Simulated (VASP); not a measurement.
# LiSi8O16 (a cell with a defect) in VASP: further runs

The runs below take LiSi8O16 (a cell with a defect) through single point, with PBE.

All numbers are computed with VASP 6.6.1; they aren't measurements. Logs are shortened: lines on timing, memory, paths and dates and some standing lists are left out, and cuts for length are marked.

**1. The cell of the first run**

The cell holds a defect, 25 atoms: a = 8.726 Å, b = 8.726 Å, c = 7.186 Å, α = 65.69°, β = 65.69°, γ = 48.63°.

**2. Single point, PBE**

INCAR

```
SYSTEM = LiSi8O16
PREC = Accurate
ENCUT = 650
EDIFF = 1E-6
ISMEAR = -1
SIGMA = 0.01
LREAL = Auto
LASPH = .TRUE.
NELM = 120
ALGO = Normal
ISIF = 2
LWAVE = .FALSE.
LCHARG = .TRUE.
GGA = PE
LELF = .TRUE.
LVHAR = .TRUE.
NELECT = 130.0
NBANDS = 84
GGA_COMPAT = .FALSE.
ISYM = -1
```

KPOINTS

```
explicit points
1
Reciprocal
  0.25000000   0.25000000   0.25000000 1
```

POSCAR

```
LiSi8O16
1.0
    0.0000000000      5.0813926900      7.0944098900
    5.0813926900      0.0000000000      7.0944098900
    5.0813926900      5.0813926900      0.0000000000
Si O Li
8 16 1
Direct
    0.2487321789      0.2544767167      0.4541582547
    0.7442608403      0.7550499005      0.9554471636
    0.0797952747      0.6713072131      0.1236054034
    0.5744363733      0.1719155373      0.6280268856
    0.4235229930      0.8336649798      0.3752446792
    0.9184253785      0.3360091437      0.8759621796
    0.0007056382      0.0020762809      0.2937042143
    0.5028052098      0.5023915920      0.7917247241
    0.0922648213      0.2345289384      0.6729243654
    0.5937166832      0.7329572706      0.1742587177
    0.4862477511      0.3460400906      0.7477136048
    0.9884727422      0.8442264485      0.2475824346
    0.4144293295      0.2673724291      0.4860924692
    0.9126484223      0.7757479220      0.9774779140
    0.2006780439      0.8749772162      0.4034544492
    0.7072395264      0.3690266050      0.8890446101
    0.0052654310      0.1718355590      0.0885541353
    0.5146507648      0.6677209061      0.5824232062
    0.3769436176      0.0517446273      0.3561927136
    0.8784037296      0.5513308235      0.8572223433
    0.2862542625      0.6416906777      0.9506714693
    0.8105736255      0.1027852517      0.4926370584
    0.1145029645      0.4614889268      0.2855528113
    0.6041368525      0.9640729452      0.7951002189
    0.0201793573     -0.0852977237      0.6999401838
```

Potentials or basis: VASP PAW PBE potentials, release 64 (Si, O, Li_sv).

Started as:

```bash
cat potpaw_PBE.64/Si/POTCAR potpaw_PBE.64/O/POTCAR potpaw_PBE.64/Li_sv/POTCAR > POTCAR
mpirun -np 1 vasp_std > vasp.out
```

OUTCAR:

```text
SYSTEM = LiSi8O16
   PREC = Accurate
   ENCUT = 650
   EDIFF = 1E-6
   ISMEAR = -1
   LREAL = Auto
   LASPH = .TRUE.
   NELM = 120
   ISIF = 2
   GGA = PE
   NELECT = 130.0
   ISYM = -1

 ion  position               nearest neighbor table
   1  0.249  0.254  0.454-  19 1.62  13 1.63  23 1.63   9 1.64   4 3.10   3 3.12   5 3.12   6 3.14

   2  0.744  0.755  0.955-  10 1.62  20 1.62  24 1.62  14 1.67   5 3.10   4 3.11   6 3.11
   3  0.080  0.671  0.124-  23 1.61  12 1.62  21 1.63  14 1.67   1 3.12   7 3.14
   4  0.574  0.172  0.628-  13 1.62  11 1.62  24 1.62  22 1.66   1 3.10   2 3.11   8 3.15
   5  0.424  0.834  0.375-  19 1.62  10 1.62  18 1.62  15 1.66   2 3.10   8 3.12   1 3.12
   6  0.918  0.336  0.876-  20 1.62  16 1.63  17 1.64   9 1.64   2 3.11   8 3.12   7 3.13   1 3.14

   7  0.001  0.002  0.294-  17 1.61  12 1.62  22 1.65  15 1.66  25 2.75   6 3.13   3 3.14
   8  0.503  0.502  0.792-  11 1.62  18 1.62  16 1.62  21 1.64   5 3.12   6 3.12   4 3.15
   9  0.092  0.235  0.673-   6 1.64   1 1.64
  10  0.594  0.733  0.174-   5 1.62   2 1.62
  11  0.486  0.346  0.748-   4 1.62   8 1.62
  12  0.988  0.844  0.248-   7 1.62   3 1.62
  13  0.414  0.267  0.486-   4 1.62   1 1.63
  14  0.913  0.776  0.977-   3 1.67   2 1.67  25 2.07
  15  0.201  0.875  0.403-   7 1.66   5 1.66  25 2.06
  16  0.707  0.369  0.889-   8 1.62   6 1.63
  17  0.005  0.172  0.089-   7 1.61   6 1.64
  18  0.515  0.668  0.582-   5 1.62   8 1.62
  19  0.377  0.052  0.356-   5 1.62   1 1.62
  20  0.878  0.551  0.857-   2 1.62   6 1.62
  21  0.286  0.642  0.951-   3 1.63   8 1.64
  22  0.811  0.103  0.493-   7 1.65   4 1.66  25 2.13
  23  0.115  0.461  0.286-   3 1.61   1 1.63
  24  0.604  0.964  0.795-   2 1.62   4 1.62
  25  0.020  0.915  0.700-  15 2.06  14 2.07  22 2.13   7 2.75

IMPORTANT INFORMATION: All symmetrisations will be switched off!
NOSYMM: (Re-)initialisation of all symmetry stuff for point group C_1.

----------------------------------------------------------------------------------------

                                     Primitive cell

  volume of cell :     366.3632

  direct lattice vectors                    reciprocal lattice vectors
     0.000000000  5.081392690  7.094409890    -0.098398221  0.098398221  0.070478025
     5.081392690  0.000000000  7.094409890     0.098398221 -0.098398221  0.070478025
     5.081392690  5.081392690  0.000000000     0.098398221  0.098398221 -0.070478025

  length of vectors
     8.726465685  8.726465685  7.186174458     0.155985806  0.155985806  0.155985806

  position of ions in fractional coordinates (direct lattice)
     0.248732179  0.254476717  0.454158255
     0.744260840  0.755049900  0.955447164
     0.079795275  0.671307213  0.123605403
     0.574436373  0.171915537  0.628026886
     0.423522993  0.833664980  0.375244679
     0.918425378  0.336009144  0.875962180
[... 17 lines left out ...]
     0.604136852  0.964072945  0.795100219
     0.020179357  0.914702276  0.699940184

  ion indices of the primitive-cell ions
   primitive index   ion index
                 1           1
                 2           2
                 3           3
                 4           4
                 5           5
                 6           6
[... 17 lines left out ...]
                24          24
                25          25

----------------------------------------------------------------------------------------

 KPOINTS: explicit points

Read explicit list of k-points.

 Found      1 k-points:

 Following reciprocal coordinates:
            Coordinates               Weight
  0.250000  0.250000  0.250000      1.000000
   k-points           NKPTS =      1   k-points in BZ     NKDIM =      1   number of bands    NBANDS=     84
   number of dos      NEDOS =    301   number of ions     NIONS =     25
   total plane-waves  NPLWV = 384000
   dimension x,y,z NGX =    80 NGY =   80 NGZ =   60
   dimension x,y,z NGXF=   160 NGYF=  160 NGZF=  120
   ions per type =               8  16   1
   NGX,Y,Z   is equivalent  to a cutoff of  15.24, 15.24, 13.88 a.u.
   NGXF,Y,Z  is equivalent  to a cutoff of  30.48, 30.48, 27.76 a.u.
 SYSTEM =  LiSi8O16
   PREC   = accura    normal or accurate (medium, high low for compatibility)
   ISTART =      0    job   : 0-new  1-cont  2-samecut
   ICHARG =      2    charge: 1-file 2-atom 10-const
   ISPIN  =      1    spin polarized calculation?
   LNONCOLLINEAR =      F non collinear calculations
   LSORBIT =      F    spin-orbit coupling
   LASPH  =      T    aspherical Exc in radial PAW
   ENCUT  =  650.0 eV  47.77 Ry    6.91 a.u.  18.14 18.14 14.94*2*pi/ulx,y,z
   NELM   =    120;   NELMIN=  2; NELMDL= -5     # of ELM steps
   EDIFF  = 0.1E-05   stopping-criterion for ELM
   LREAL  =      T    real-space projection
   EDIFFG = 0.1E-04   stopping-criterion for IOM
   NSW    =      0    number of steps for IOM
   IBRION =     -1    ionic relax: 0-MD 1-quasi-New 2-CG
   NFREE  =      0    steps in history (QN), initial steepest desc. (CG)
   ISIF   =      2    stress and relaxation
   ISYM   =     -1    0-nonsym 1-usesym 2-fastsym
   POTIM  = 0.5000    time-step for ionic-motion
   TEBEG  =    0.0;   TEEND  =   0.0 temperature during run
   PSTRESS=    0.0 pullay stress
   NELECT =     130.0000    total number of electrons
   NUPDOWN=      -1.0000    fix difference up-down
   EMIN   =  10.00;   EMAX   =-10.00  energy-range for DOS
   EFERMI =   0.00;   METHOD = LEGACY
   ISMEAR =    -1;   SIGMA  =   0.01  broadening in eV -4-tet -1-fermi 0-gaus
   EFERMI_NEDOS =   21; number of points for ismear=-14 and -15
   IALGO  =     38    algorithm
   IMIX   =      4    mixing-type and parameters
     AMIX     =   0.40;   BMIX     =  1.00
     AMIX_MAG =   1.60;   BMIX_MAG =  1.00
  volume/ion in A,a.u.               =      14.65        98.89
  Fermi-wavevector in a.u.,A,eV,Ry     =   1.159005  2.190202 18.276609  1.343293
  Thomas-Fermi vector in A             =   2.295602
   LORBIT       =      0    0 simple, 1 ext, 2 COOP (PROOUT), +10 PAW based schemes
   GGA     = PE    functional components
   LHFCALC =     F    Hartree Fock is set to
   AEXX    =    0.0000 exact exchange contribution
   IVDW    =     0    specifies the selected vdW correction
   LEPSILON=     F    determine dielectric tensor
   LRPA    =     F    only Hartree local field effects (RPA)
 non-spin polarized calculation
  energy-cutoff  :      650.00
  volume of cell :      366.36
 maximum number of plane-waves:     13783
 NGX is ok and might be reduce to    72
   NGX = 37   NGY = 37   NGZ = 29

 number of electron     130.0000005 magnetization

 Free energy of the ion-electron system (eV)
  ---------------------------------------------------
  ext. energy  EPLUGINS =         0.00000000
  ---------------------------------------------------
  free energy    TOTEN  =      -196.21268892 eV

  energy without entropy =     -196.21268892  energy(sigma->0) =     -196.21268892

 E-fermi :   0.1569     XC(G=0):  -8.1923

 val. band max:       -0.1678834792   @ k =   0.2500   0.2500   0.2500
 cond. band min:       5.6963269108   @ k =   0.2500   0.2500   0.2500
 fundamental gap:      5.8642103900
 Fermi energy:         0.1568701996

 k-point     1 :       0.2500    0.2500    0.2500
  band No.  band energies     occupation
      1     -43.8200      2.00000
      2     -19.3053      2.00000
      3     -18.8405      2.00000
      4     -18.6973      2.00000
      5     -18.6083      2.00000
      6     -18.3472      2.00000
[... 69 lines left out ...]
     76       9.2581      0.00000
     77       9.3610      0.00000
 [bands above 77 left out]

------------------------ aborting loop because EDIFF is reached ----------------------------------------

  FORCE on cell =-STRESS in cart. coord.  units (eV):
  Direction    XX          YY          ZZ          XY          YZ          ZX
  --------------------------------------------------------------------------------------
  -------------------------------------------------------------------------------------
  Total       -8.0304876    -10.5652110     -9.4424514     -0.0514360     -0.8127127      0.5582591
  in kB      -35.1188842    -46.2037227    -41.2936764     -0.2249397     -3.5541506      2.4413755
  external PRESSURE =     -40.8720944 kB  Pullay stress =       0.0000000 kB

 VOLUME and BASIS-vectors are now :
 -----------------------------------------------------------------------------
  energy-cutoff  :      650.00
  volume of cell :      366.36
      direct lattice vectors                 reciprocal lattice vectors
     0.000000000  5.081392690  7.094409890    -0.098398221  0.098398221  0.070478025
     5.081392690  0.000000000  7.094409890     0.098398221 -0.098398221  0.070478025
     5.081392690  5.081392690  0.000000000     0.098398221  0.098398221 -0.070478025

 POSITION                                       TOTAL-FORCE (eV/Angst)
 -----------------------------------------------------------------------------------
      3.60085      3.57166      3.56997        -0.014504     -0.023151      0.002318
      8.69171      8.63688     10.63672        -0.012714     -0.008829     -0.004116
      4.03926      1.03356      5.32863         0.023022     -0.012304     -0.001821
      4.06482      6.11019      5.29493         0.018107     -0.013266      0.003811
      6.14294      4.05885      8.91901        -0.015392      0.009723      0.001552
      6.15850      9.11799      8.89947        -0.015256      0.022339     -0.003375
[... 17 lines left out ...]
      8.93905      7.11007     11.12552         0.001610      0.007187      0.019718
      8.20463      3.65921      6.63243         0.005094      0.002150      0.000819
 -----------------------------------------------------------------------------------
    total drift:                                0.003841     -0.000998     -0.001435

  FREE ENERGIE OF THE ION-ELECTRON SYSTEM (eV)
  ---------------------------------------------------
  free  energy   TOTEN  =      -196.2126889174 eV

  energy  without entropy=     -196.2126889174  energy(sigma->0) =     -196.21268892
```

Wall time 74 s (1 thread of Intel Xeon 6975P-C (Granite Rapids), shared host); peak memory 0.72 GiB.

Results:

| Property | Result |
| --- | --- |
| Free energy | -196.2127 eV |
| Largest force | 0.027 eV/Å |

Forces in eV/Å, atoms in the order of the input:
```
Si  -0.015 -0.023  0.002
Si  -0.013 -0.009 -0.004
Si   0.023 -0.012 -0.002
Si   0.018 -0.013  0.004
Si  -0.015  0.010  0.002
Si  -0.015  0.022 -0.003
Si   0.017  0.017 -0.002
Si   0.020  0.012 -0.003
O    0.002 -0.002  0.013
O    0.005 -0.003  0.016
O   -0.010  0.003  0.016
O   -0.012  0.000  0.014
O   -0.004  0.004 -0.015
O   -0.006 -0.001 -0.011
O   -0.005 -0.003  0.014
O   -0.003 -0.007  0.014
O   -0.003 -0.016 -0.009
O    0.002 -0.007 -0.015
O    0.007  0.001 -0.015
O    0.008  0.002 -0.011
O   -0.011  0.000 -0.014
O    0.001 -0.002 -0.019
O    0.002  0.016  0.008
O    0.002  0.007  0.020
Li   0.005  0.002  0.001
```

Levels at points of the mesh, in eV from the Fermi level:
```tsv
k point	band 62	band 63	band 64	band 65	band 66	band 67	band 68	band 69
(0.25, 0.25, 0.25)	-0.66	-0.59	-0.54	-0.32	5.54	7.49	7.91	8.05
```

Caveat: the cell carries a net charge on a neutralising background, which shifts energy and pressure; the cell is charged against a uniform background, so pressure and absolute levels hang on convention.

**3. Single point, PBE**

Changes to INCAR since step 2:

```diff
@@ -12,6 +12,4 @@
 LWAVE = .FALSE.
-LCHARG = .TRUE.
+LCHARG = .FALSE.
 GGA = PE
-LELF = .TRUE.
-LVHAR = .TRUE.
 NELECT = 130.0
```

KPOINTS is that of step 2.

POSCAR

```
LiSi8O16
1.0
    0.0000000000      5.0813926900      7.0944098900
    5.0813926900      0.0000000000      7.0944098900
    5.0813926900      5.0813926900      0.0000000000
Si O Li
8 16 1
Direct
    0.2559661009      0.2484470332      0.4565151746
    0.7581994977      0.7491703431      0.9511574153
    0.0830678212      0.6702752174      0.1260543360
    0.5802952083      0.1688890177      0.6308160282
    0.4222327290      0.8306023418      0.3738879704
    0.9223659970      0.3330396351      0.8719369911
    0.0000919627      0.0010540027      0.2950261501
    0.4999053702      0.4963444213      0.8004510096
    0.0913198840      0.2348454363      0.6680573027
    0.6053436485      0.7205140412      0.1742657426
    0.4887022696      0.3292368899      0.7710041029
    0.9867213543      0.8395208245      0.2597156184
    0.4127253786      0.2671921379      0.4963051294
    0.9108765507      0.7681547584      0.9974359512
    0.2064657835      0.8765928754      0.3849960889
    0.7058394318      0.3766989642      0.8879688303
    0.0026845626      0.1754005287      0.0894981611
    0.5309965623      0.6318700362      0.5643089361
    0.3908863761      0.0359252220      0.3696994410
    0.8903595720      0.5424436837      0.8593588368
    0.2937984992      0.6381409715      0.9608335069
    0.7918007113      0.1463573362      0.4630933697
    0.1251562886      0.4517071095      0.2828294439
    0.6260779638      0.9502722188      0.7814299198
   -0.2391595666      0.4240623690      0.3539412795
```

Potentials or basis: VASP PAW PBE potentials, release 64 (Si, O, Li_sv).

Started as:

```bash
cat potpaw_PBE.64/Si/POTCAR potpaw_PBE.64/O/POTCAR potpaw_PBE.64/Li_sv/POTCAR > POTCAR
mpirun -np 1 vasp_std > vasp.out
```

It took 62 s on 1 thread of Intel Xeon 6975P-C (Granite Rapids), shared host; peak memory 0.72 GiB.

Results (log left out):

```yaml
Free_energy: -196.2149 eV
Largest_force: 0.032 eV/Å
```

Forces on the atoms (eV/Å):
```
Si  -0.020 -0.011 -0.004
Si  -0.015 -0.021  0.003
Si   0.021 -0.022  0.003
Si   0.007 -0.011  0.001
Si  -0.010  0.011 -0.011
Si  -0.010  0.020 -0.007
Si   0.025  0.020 -0.001
Si   0.008  0.011  0.006
O    0.006  0.000  0.015
O   -0.003  0.002  0.012
O   -0.004 -0.001  0.018
O   -0.015  0.001  0.004
O   -0.003  0.002 -0.015
O   -0.001  0.010 -0.013
O   -0.003 -0.005  0.016
O   -0.003 -0.005  0.018
O   -0.006 -0.018 -0.006
O    0.001  0.000 -0.013
O    0.013  0.000 -0.008
O    0.008  0.003 -0.018
O   -0.003  0.000 -0.018
O    0.000 -0.004 -0.011
O    0.004  0.003  0.009
O    0.004  0.011  0.016
Li  -0.001  0.002  0.001
```

Levels at points of the mesh, in eV from the Fermi level:
| k point | band 63 | band 64 | band 65 | band 66 | band 67 | band 68 |
| --- | --- | --- | --- | --- | --- | --- |
| (0.25, 0.25, 0.25) | -0.44 | -0.41 | -0.25 | 5.66 | 7.67 | 7.94 |

Caveat: the cell carries a net charge on a neutralising background, which shifts energy and pressure; the cell is charged against a uniform background, so pressure and absolute levels hang on convention.

(Part 1 of 2 ends here.)
